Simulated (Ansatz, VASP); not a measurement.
# Ni in VASP and in Ansatz

```xyz
2
Lattice="2.4211 0.0000 0.0000 -1.2105 2.0967 0.0000 0.0000 0.0000 3.9700" Properties=species:S:1:pos:R:3 pbc="T T T"
Ni    0.0000    1.3978    0.9925
Ni    1.2106    0.6989    2.9775
```

Alike in both runs: functional LDA; k mesh 13 × 13 × 7; collinear spin.

Ansatz relaxed the structure, and its values are those at the end. VASP's run is a single point on that final structure, the one shown.

|  | VASP | Ansatz |
| --- | --- | --- |
| version | VASP 6.6.1 | Ansatz 0.2.0 |
| potentials or method | VASP PAW LDA potentials, release 64 (Ni), cutoff 520 eV | plane waves, PAW |
| occupations | fermi-dirac, width 0.1 eV | fermi-dirac |
| valence electrons in the cell | 20 | 36 |

|  | VASP | Ansatz | Ansatz less VASP |
| --- | --- | --- | --- |
| pressure (GPa) | -0.1 | 0.0 | +0.15 |
| net moment per atom (μB) | 0.57 | 0.59 | +0.021 |
| size of the moment on the site where the two differ most (μB) | 0.57 | 0.62 | +0.046 |

LDA's correlation is that of Perdew and Zunger in VASP and of Perdew and Wang (1992) in Ansatz. Site moments also hang on the region over which each program counts them. VASP's potentials hold 20 valence electrons a cell and Ansatz's 36, so a difference there can come from the potentials and not from the codes. Ansatz's warnings: stress scf threshold loose.
